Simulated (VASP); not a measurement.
# Hf (R-3m) in VASP: notebook

Hf is run at these levels: LDA; tasks: single point.

All numbers are computed with VASP 6.6.1; they aren't measurements. Logs are shortened: lines on timing, memory, paths and dates and some standing lists are left out, and cuts for length are marked.

## Step 1: The cell of the first run

It takes space group R-3m (No. 166, trigonal). The conventional cell has a = 3.187 Å, b = 3.187 Å, c = 7.460 Å, α = 90.00°, β = 90.00°, γ = 120.00°. Within 4.1 Å of Hf (site symmetry -3m) lie 12 Hf at 3.09 to 3.19 Å.

## Step 2: Single point, LDA (equal xy, yz and zx shear strains of -3 %)

The input, INCAR:

```
SYSTEM = Hf
ALGO = Normal
EDIFF = 1E-7
ENCUT = 520
GGA = CA
ISIF = 2
ISMEAR = -1
LASPH = .TRUE.
LCHARG = .TRUE.
LELF = .TRUE.
LREAL = .FALSE.
LVHAR = .TRUE.
LWAVE = .FALSE.
NBANDS = 11
NELM = 60
PREC = Accurate
SIGMA = 0.03
```

The input, KPOINTS:

```
k-points
0
G
  13 13 13
  0 0 0
```

The input, POSCAR:

```
Hf
1.0
   -0.0666000000      2.1867000000      2.1867000000
    2.1867000000     -0.0666000000      2.1867000000
    2.1867000000      2.1867000000     -0.0666000000
Hf
1
Direct
    0.0000000000      0.0000000000      0.0000000000
```

Potentials or basis: VASP PAW LDA potentials, release 64 (Hf_pv).

The run is started by

```
$ cat potpaw_LDA.64/Hf_pv/POTCAR > POTCAR
$ mpirun -np 1 vasp_std > vasp.out
```

OUTCAR:

```text
SYSTEM = Hf
   EDIFF = 1E-7
   ENCUT = 520
   GGA = CA
   ISIF = 2
   ISMEAR = -1
   LASPH = .TRUE.
   LREAL = .FALSE.
   NELM = 60
   PREC = Accurate

 ion  position               nearest neighbor table
   1  0.000  0.000  0.000-

  LATTYP: Found a trigonal (rhomboedric) cell.
 ALAT       =     3.0931778707
 COS(alpha) =     0.4693254694

  Lattice vectors:

 A1 = (  -0.0666000000,   2.1867000000,   2.1867000000)
 A2 = (   2.1867000000,  -0.0666000000,   2.1867000000)
 A3 = (   2.1867000000,   2.1867000000,  -0.0666000000)

Analysis of symmetry for initial positions (statically):
=====================================================================
 Subroutine PRICEL returns:
 Original cell was already a primitive cell.

 Routine SETGRP: Setting up the symmetry group for a
 trigonal (rhombohedral) supercell.

 Subroutine GETGRP returns: Found 12 space group operations
 (whereof 12 operations were pure point group operations)
 out of a pool of 12 trial point group operations.

The static configuration has the point symmetry D_3d.

Analysis of symmetry for dynamics (positions and initial velocities):
=====================================================================
 Subroutine PRICEL returns:
 Original cell was already a primitive cell.

 Routine SETGRP: Setting up the symmetry group for a
 trigonal (rhombohedral) supercell.

 Subroutine GETGRP returns: Found 12 space group operations
 (whereof 12 operations were pure point group operations)
 out of a pool of 12 trial point group operations.

The dynamic configuration has the point symmetry D_3d.

 Subroutine INISYM returns: Found 12 space group operations
 (whereof 12 operations are pure point group operations),
 and found     1 'primitive' translations

----------------------------------------------------------------------------------------

                                     Primitive cell

  volume of cell :      21.8672

  direct lattice vectors                    reciprocal lattice vectors
    -0.066600000  2.186700000  2.186700000    -0.218465380  0.225328167  0.225328167
     2.186700000 -0.066600000  2.186700000     0.225328167 -0.218465380  0.225328167
     2.186700000  2.186700000 -0.066600000     0.225328167  0.225328167 -0.218465380

  length of vectors
     3.093177871  3.093177871  3.093177871     0.386358238  0.386358238  0.386358238

  position of ions in fractional coordinates (direct lattice)
     0.000000000  0.000000000  0.000000000

  ion indices of the primitive-cell ions
   primitive index   ion index
                 1           1

----------------------------------------------------------------------------------------

 KPOINTS: k-points

Automatic generation of k-mesh.
 Grid dimensions read from file:
 generate k-points for:   13   13   13

 Generating k-lattice:

  Cartesian coordinates                     Fractional coordinates (reciprocal lattice)
    -0.016805029  0.017332936  0.017332936     0.076923077  0.000000000  0.000000000
     0.017332936 -0.016805029  0.017332936     0.000000000  0.076923077  0.000000000
     0.017332936  0.017332936 -0.016805029     0.000000000  0.000000000  0.076923077

  Length of vectors
     0.029719864  0.029719864  0.029719864

  Shift w.r.t. Gamma in fractional coordinates (k-lattice)
     0.000000000  0.000000000  0.000000000

 Subroutine IBZKPT returns following result:
 ===========================================

 Found    231 irreducible k-points:

 Following reciprocal coordinates:
            Coordinates               Weight
  0.000000  0.000000  0.000000      1.000000
  0.076923  0.000000  0.000000      6.000000
  0.153846  0.000000 -0.000000      6.000000
  0.230769  0.000000  0.000000      6.000000
  0.307692  0.000000 -0.000000      6.000000
  0.384615  0.000000  0.000000      6.000000
[... 16 lines left out ...]
  0.384615  0.153846  0.000000     12.000000
  0.461538  0.153846  0.000000     12.000000
 [... further k-points ...]
   k-points           NKPTS =    231   k-points in BZ     NKDIM =    231   number of bands    NBANDS=     11
   number of dos      NEDOS =    301   number of ions     NIONS =      1
   total plane-waves  NPLWV =  13824
   dimension x,y,z NGX =    24 NGY =   24 NGZ =   24
   dimension x,y,z NGXF=    48 NGYF=   48 NGZF=   48
   ions per type =               1
   NGX,Y,Z   is equivalent  to a cutoff of  12.90, 12.90, 12.90 a.u.
   NGXF,Y,Z  is equivalent  to a cutoff of  25.80, 25.80, 25.80 a.u.
 SYSTEM =  Hf
   PREC   = accura    normal or accurate (medium, high low for compatibility)
   ISTART =      0    job   : 0-new  1-cont  2-samecut
   ICHARG =      2    charge: 1-file 2-atom 10-const
   ISPIN  =      1    spin polarized calculation?
   LNONCOLLINEAR =      F non collinear calculations
   LSORBIT =      F    spin-orbit coupling
   LASPH  =      T    aspherical Exc in radial PAW
   ENCUT  =  520.0 eV  38.22 Ry    6.18 a.u.   5.75  5.75  5.75*2*pi/ulx,y,z
   NELM   =     60;   NELMIN=  2; NELMDL= -5     # of ELM steps
   EDIFF  = 0.1E-06   stopping-criterion for ELM
   LREAL  =      F    real-space projection
   EDIFFG = 0.1E-05   stopping-criterion for IOM
   NSW    =      0    number of steps for IOM
   IBRION =     -1    ionic relax: 0-MD 1-quasi-New 2-CG
   NFREE  =      0    steps in history (QN), initial steepest desc. (CG)
   ISIF   =      2    stress and relaxation
   ISYM   =      2    0-nonsym 1-usesym 2-fastsym
   POTIM  = 0.5000    time-step for ionic-motion
   TEBEG  =    0.0;   TEEND  =   0.0 temperature during run
   PSTRESS=    0.0 pullay stress
   NELECT =      10.0000    total number of electrons
   NUPDOWN=      -1.0000    fix difference up-down
   EMIN   =  10.00;   EMAX   =-10.00  energy-range for DOS
   EFERMI =   0.00;   METHOD = LEGACY
   ISMEAR =    -1;   SIGMA  =   0.03  broadening in eV -4-tet -1-fermi 0-gaus
   EFERMI_NEDOS =   21; number of points for ismear=-14 and -15
   IALGO  =     38    algorithm
   IMIX   =      4    mixing-type and parameters
     AMIX     =   0.40;   BMIX     =  1.00
     AMIX_MAG =   1.60;   BMIX_MAG =  1.00
  volume/ion in A,a.u.               =      21.87       147.57
  Fermi-wavevector in a.u.,A,eV,Ry     =   1.261277  2.383469 21.644426  1.590820
  Thomas-Fermi vector in A             =   2.394745
   LORBIT       =      0    0 simple, 1 ext, 2 COOP (PROOUT), +10 PAW based schemes
   GGA     = CA    functional components
   LHFCALC =     F    Hartree Fock is set to
   AEXX    =    0.0000 exact exchange contribution
   IVDW    =     0    specifies the selected vdW correction
   LEPSILON=     F    determine dielectric tensor
   LRPA    =     F    only Hartree local field effects (RPA)
 non-spin polarized calculation
  energy-cutoff  :      520.00
  volume of cell :       21.87
 maximum number of plane-waves:       600
   NGX = 11   NGY = 11   NGZ = 11

 number of electron      10.0000000 magnetization

 number of electron       9.9999999 magnetization

 Free energy of the ion-electron system (eV)
  ---------------------------------------------------
  ext. energy  EPLUGINS =         0.00000000
  ---------------------------------------------------
  free energy    TOTEN  =       -10.60121035 eV

  energy without entropy =      -10.59689586  energy(sigma->0) =      -10.59905311

 E-fermi :   4.7881     XC(G=0): -11.5751

 val. band max:        4.7809951421   @ k =  -0.4615   0.2308   0.2308
 cond. band min:       4.7896116121   @ k =   0.3077   0.3077   0.2308
 fundamental gap:      0.0086164700
 Fermi energy:         4.7881004556

 k-point     1 :       0.0000    0.0000    0.0000
  band No.  band energies     occupation
      1     -25.0254      2.00000
      2     -25.0254      2.00000
      3     -24.9620      2.00000
      4      -2.4446      2.00000
      5       5.8464      0.00000
      6       5.8464      0.00000
      7       6.6040      0.00000
      8       8.9753      0.00000
      9       8.9753      0.00000
     10      16.2663      0.00000
     11      16.9624      0.00000

 k-point     2 :       0.0769    0.0000    0.0000
  band No.  band energies     occupation
      1     -25.0744      2.00000
      2     -25.0306      2.00000
      3     -24.9739      2.00000
      4      -2.2363      2.00000
      5       5.6990      0.00000
      6       5.9249      0.00000
      7       6.6661      0.00000
      8       8.8715      0.00000
      9       8.8863      0.00000
     10      16.7171      0.00000
     11      16.9620      0.00000

 k-point     3 :       0.1538    0.0000   -0.0000
  band No.  band energies     occupation
      1     -25.2176      2.00000
      2     -25.0451      2.00000
      3     -24.9969      2.00000
      4      -1.6474      2.00000
      5       5.2988      0.00000
      6       6.0867      0.00000
      7       6.8520      0.00000
      8       8.7090      0.00000
      9       8.7624      0.00000
     10      16.9596      0.00000
     11      17.5747      0.00000

 k-point     4 :       0.2308    0.0000    0.0000
  band No.  band energies     occupation
      1     -25.4175      2.00000
      2     -25.0654      2.00000
      3     -25.0254      2.00000
      4      -0.7949      2.00000
      5       4.8804      0.08812
      6       6.1285      0.00000
      7       6.9102      0.00000
      8       8.8271      0.00000
      9       8.9823      0.00000
     10      16.6159      0.00000
     11      16.9730      0.00000
[... 239 lines left out ...]
 k-point    22 :       0.3077    0.1538   -0.0000
  band No.  band energies     occupation
      1     -25.5214      2.00000
      2     -25.1462      2.00000
      3     -25.1113      2.00000
      4       0.1665      2.00000
      5       4.2376      2.00000
      6       5.8582      0.00000
      7       7.3710      0.00000
      8       8.3450      0.00000
      9      10.1026      0.00000
     10      16.9489      0.00000
     11      17.5076      0.00000

 k-point    23 :       0.3846    0.1538    0.0000
  band No.  band energies     occupation
      1     -25.6840      2.00000
      2     -25.1793      2.00000
      3     -25.1335      2.00000
      4       1.0098      2.00000
      5       4.1454      2.00000
      6       5.4004      0.00000
      7       7.1830      0.00000
      8       9.4854      0.00000
      9      10.8219      0.00000
     10      16.0354      0.00000
     11      16.9757      0.00000

 k-point    24 :       0.4615    0.1538    0.0000
  band No.  band energies     occupation
      1     -25.7955      2.00000
      2     -25.2163      2.00000
      3     -25.1420      2.00000
      4       1.5637      2.00000
      5       4.2634      2.00000
      6       5.3070      0.00000
      7       6.9546      0.00000
      8      10.6766      0.00000
      9      11.3007      0.00000
     10      14.5114      0.00000
     11      16.9704      0.00000

 [... further k-points ...]
[... 5 lines left out ...]
  --------------------------------------------------------------------------------------
  -------------------------------------------------------------------------------------
  Total       -0.7378669     -0.7378669     -0.7378669      0.2574448      0.2574448      0.2574448
  in kB      -54.0624693    -54.0624693    -54.0624693     18.8626201     18.8626201     18.8626201
  external PRESSURE =     -54.0624693 kB  Pullay stress =       0.0000000 kB

 VOLUME and BASIS-vectors are now :
 -----------------------------------------------------------------------------
  energy-cutoff  :      520.00
  volume of cell :       21.87
      direct lattice vectors                 reciprocal lattice vectors
    -0.066600000  2.186700000  2.186700000    -0.218465380  0.225328167  0.225328167
     2.186700000 -0.066600000  2.186700000     0.225328167 -0.218465380  0.225328167
     2.186700000  2.186700000 -0.066600000     0.225328167  0.225328167 -0.218465380

 POSITION                                       TOTAL-FORCE (eV/Angst)
 -----------------------------------------------------------------------------------
      0.00000      0.00000      0.00000         0.000000      0.000000      0.000000
 -----------------------------------------------------------------------------------
    total drift:                                0.000000      0.000000     -0.000000

  FREE ENERGIE OF THE ION-ELECTRON SYSTEM (eV)
  ---------------------------------------------------
  free  energy   TOTEN  =       -10.6012103514 eV

  energy  without entropy=      -10.5968958597  energy(sigma->0) =      -10.59905311
```

Run time: 20 s. Hardware: 1 thread of Intel Xeon Platinum 8488C (Sapphire Rapids), shared host; peak memory 0.17 GiB.

Results:

* Free energy: -10.6012 eV
* Pressure: -5.4 GPa
* Band gap on the k mesh: zero (band 5 reaches 5.98 eV, above the bottom of band 6 at 4.20 eV)

Stress tensor (GPa, compression positive):
```
-5.41  1.89  1.89
 1.89 -5.41  1.89
 1.89  1.89 -5.41
```

Levels at points of the mesh, in eV from the Fermi level:
| k point | band 1 | band 2 | band 3 | band 4 | band 5 | band 6 | band 7 | band 8 | band 9 | band 10 |
| --- | --- | --- | --- | --- | --- | --- | --- | --- | --- | --- |
| (0.00, 0.00, 0.00) | -29.81 | -29.81 | -29.75 | -7.23 | 1.06 | 1.06 | 1.82 | 4.19 | 4.19 | 11.48 |

Caveat: the cell differs from its parent crystal (equal xy, yz and zx shear strains of -3 %); spin-orbit coupling is left out, which moves the levels of the heavy elements.

(Continued in part 2 of 2.)
